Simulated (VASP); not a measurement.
Set up this calculation in VASP 6.6.1, as the native input.

- Task: single point
- Functional: PBEsol
- Potentials or basis: VASP PAW PBE potentials, release 64 (Cl)
- Cutoff: 520 eV
- k mesh: 15 × 15 × 8
- Occupations: fermi-dirac, width 0.08 eV
- Spin: no spin polarisation
- Dipole correction: no
- Further INCAR settings: ALGO = Normal; EDIFF = 1e-06; NBANDS = 14

The structure of Cl lies in POSCAR:

```
Cl
1.0
    3.3089372509      0.0000000000      0.0000000000
   -1.6544686255      2.8656237188      0.0000000000
    0.0000000000      0.0000000000      3.9042084515
Cl
2
Direct
    0.3333333333      0.6666666667      0.2500000000
    0.6666666667      0.3333333333      0.7500000000
```

The input as run:

INCAR

```
SYSTEM = Cl
PREC = Accurate
ENCUT = 520
EDIFF = 1E-6
ISMEAR = -1
SIGMA = 0.08
LREAL = .False.
LASPH = .True.
NELM = 80
ALGO = Normal
ISIF = 2
LWAVE = .False.
LCHARG = .False.
GGA = PS
NBANDS = 14
```

KPOINTS

```
Automatic mesh
0
Gamma
  15 15 8
  0 0 0
```

Potentials or basis: VASP PAW PBE potentials, release 64 (Cl).

Run with:

```sh
$ cat potpaw_PBE.64/Cl/POTCAR > POTCAR
$ mpirun -np 1 vasp_std > vasp.out
```

It gave:

```
Pressure               : 4.7 GPa
Band gap on the k mesh : zero (bands 7 and 8 overlap by 2.16 eV)
```

Caveat: the cell stands under pressure; the PAW data sets were made with another functional, which shifts forces and pressure a little.

Wall time 21 s on 1 thread of AMD EPYC 9R45 96-Core Processor (Zen 5), with other jobs on the host, peak memory 0.15 GiB.
